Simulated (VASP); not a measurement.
## Dy3C: single point with PBE

Dy3C:

```
Dy C
1.0
     3.56176    0.00000   -0.23053
     0.00000    4.90482    0.00000
    -1.27863    0.00000    6.83637
Dy C
3 1
Cartesian
  1.1416 2.8497 3.3029
  2.8115 0.3974 1.5329
  -0.5284 0.3974 5.0729
  1.1416 5.3022 3.3029
```

The cell was generated, and may not be a known phase.

```yaml
Program: VASP 6.6.1
Task: single point
Functional: PBE
Potentials_or_basis: VASP PAW PBE potentials, release 64 (Dy_3, C), 4f in core
Cutoff: 600 eV
k_mesh: 6 × 4 × 4
Occupations: gaussian, width 0.2 eV
Spin: no spin polarisation
Dipole_correction: no
Further_INCAR_settings: ALGO = Normal; EDIFF = 1e-06; NBANDS = 24
```

| Property | Result |
| --- | --- |
| Pressure | 0.4 GPa |
| Largest force | 0.044 eV/Å |
| Band gap on the k mesh | zero (an odd number of electrons rules out a gap without spin polarisation) |

Forces in eV/Å, atoms in the order of the input:
```
Dy   0.000  0.001  0.000
Dy  -0.003  0.000 -0.043
Dy   0.003  0.000  0.043
C    0.000  0.000  0.000
```

Stress tensor (GPa, compression positive):
```
 0.39  0.00 -0.10
 0.00  0.34  0.00
-0.10  0.00  0.45
```

Levels at points of the mesh, in eV from the Fermi level:
```csv
k point,band 12,band 13,band 14,band 15,band 16,band 17,band 18,band 19,band 20,band 21
"(0.00, 0.00, 0.00)",-3.15,-1.54,-1.32,-1.10,0.00,0.16,1.32,1.93,2.11,2.14
"(0.50, 0.00, 0.00)",-1.59,-1.22,-1.11,-0.64,-0.25,-0.07,0.04,0.69,2.26,2.84
"(0.00, 0.50, 0.00)",-3.58,-1.94,-1.39,-1.02,-0.49,0.51,1.65,1.84,2.05,2.31
"(0.50, 0.50, 0.00)",-3.40,-2.10,0.07,0.25,0.46,0.52,0.68,0.73,1.44,2.71
"(0.00, 0.00, 0.50)",-2.52,-1.67,-1.25,-1.06,-0.77,0.84,1.33,1.88,2.07,2.19
"(0.50, 0.00, 0.50)",-1.59,-1.21,-1.13,-0.63,-0.26,0.00,0.04,0.62,2.24,2.83
"(0.00, 0.50, 0.50)",-3.78,-2.05,-0.95,-0.55,-0.08,0.11,0.86,1.53,1.93,2.44
"(0.50, 0.50, 0.50)",-3.37,-2.10,0.05,0.25,0.48,0.56,0.67,0.69,1.43,2.81
```

Wall time 2.2 min on 1 thread of Intel(R) Xeon(R) Platinum 8488C (Sapphire Rapids), with other jobs on the host, peak memory 0.31 GiB.

Caveat: spin-orbit coupling is left out, which moves the levels of the heavy elements; the 4f electrons are frozen in the core, so they carry no moment and show no levels. Spin polarisation is off, so any magnetic state and its effect on volume and gap are missing.
